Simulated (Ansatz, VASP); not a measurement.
## Two plane-wave programs on GdSi2O

```
Gd Si O
1.0
    -2.41854    2.41854    3.32393
     2.41854   -2.41854    3.32393
     2.41854    2.41854   -3.32393
Gd Si O
1 2 1
Direct
  0.50000 0.50000 0.00000
  0.18168 0.18168 0.00000
  0.81832 0.81832 0.00000
  0.00000 0.00000 0.00000
```

Alike in both runs: task single point; functional PBE; k mesh 6 × 6 × 6; occupations gaussian, width 0.1 eV; collinear spin.

|  | VASP | Ansatz |
| --- | --- | --- |
| version | VASP 6.6.1 | Ansatz 0.2.0 |
| potentials or method | VASP PAW PBE potentials, release 64 (Gd, Si, O), cutoff 520 eV | scalar-relativistic, plane waves, PAW |
| valence electrons in the cell | 32 | 32 |

Ansatz gave:

| Quantity | Value |
| --- | --- |
| gap on the k mesh at the Fermi level (eV) | none |
| rms of the force components (eV/Å) | 17.637 |
| net moment per atom (μB) | 1.55 |
| size of the moment on the site where the two differ most (μB) | 6.39 |

Problem. What did VASP give for the same quantities?

Solution. gap on the k mesh at the Fermi level (eV): none; rms of the force components (eV/Å): 15.772; net moment per atom (μB): 1.56; size of the moment on the site where the two differ most (μB): 6.50.

Site moments also hang on the region over which each program counts them. Atom by atom the forces differ by 1.865 eV/Å (rms over components). A gap of «none» marks a metal or a gap that the smearing closes. The functional is the same, so the differences come from potentials, cutoffs and numerics.

Spin-orbit coupling is off throughout.
